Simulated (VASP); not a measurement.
Set up this calculation in VASP 6.6.1, as the native input.

- Task: single point
- Functional: PBE
- Potentials or basis: VASP PAW PBE potentials, release 64 (Se, Tl_d)
- Cutoff: 520 eV
- k mesh: 10 × 10 × 10
- Occupations: fermi-dirac, width 0.03 eV
- Spin: no spin polarisation
- Dipole correction: no
- Further INCAR settings: ALGO = Normal; EDIFF = 1e-06; NBANDS = 23

The structure of Tl2Se (fluorite type) lies in POSCAR:

```
Tl2Se
1.0
    0.0000000000      3.7798283956      3.7798283956
    3.7798283956      0.0000000000      3.7798283956
    3.7798283956      3.7798283956      0.0000000000
Se Tl
1 2
Direct
    0.0000000000      0.0000000000      0.0000000000
    0.2500000000      0.2500000000      0.2500000000
    0.7500000000      0.7500000000      0.7500000000
```

One way to write it, as run:

INCAR

```
PREC = Accurate ; ENCUT = 520
EDIFF = 1E-6 ; ISMEAR = -1
SIGMA = 0.03 ; LREAL = False
LASPH = True ; NELM = 80
ALGO = Normal ; ISIF = 2
LWAVE = False ; LCHARG = False
GGA = PE ; NBANDS = 23
```

KPOINTS

```
Automatic mesh
0
Gamma
  10 10 10
```

Potentials or basis: VASP PAW PBE potentials, release 64 (Se, Tl_d).

Launch:

```console
$ cat potpaw_PBE.64/Se/POTCAR potpaw_PBE.64/Tl_d/POTCAR > POTCAR
$ mpirun -np 1 vasp_std > vasp.out
```

It gave:

```yaml
Pressure: 0.0 GPa
Band_gap_on_the_k_mesh: 0.12 eV, direct
```

Caveat: spin-orbit coupling is left out, which moves the levels of the heavy elements.

It took 78 s on 1 thread of Oxide Virtual Turin-like Processor (shared host), peak memory 0.26 GiB.
